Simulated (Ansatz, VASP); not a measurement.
**Two plane-wave programs on Mo**

```xyz
1
Lattice="-1.5356 1.5356 1.5356 1.5356 -1.5356 1.5356 1.5356 1.5356 -1.5356" Properties=species:S:1:pos:R:3 pbc="T T T"
Mo    0.0000    0.0000    0.0000
```

Alike in both runs: task single point; functional PBE; k mesh 18 × 18 × 18; occupations gaussian, width 0.1 eV; no spin polarisation.

|  | VASP | Ansatz |
| --- | --- | --- |
| version | VASP 6.6.1 | Ansatz 0.2.0 |
| potentials or method | VASP PAW PBE potentials, release 64 (Mo_sv), cutoff 520 eV | scalar-relativistic, plane waves, PAW |
| valence electrons in the cell | 14 | 14 |

```csv
,VASP,Ansatz,Ansatz less VASP
gap on the k mesh at the Fermi level (eV),none,none,-
pressure (GPa),27.7,26.9,-0.76
```

A gap of «none» marks a metal or a gap that the smearing closes.
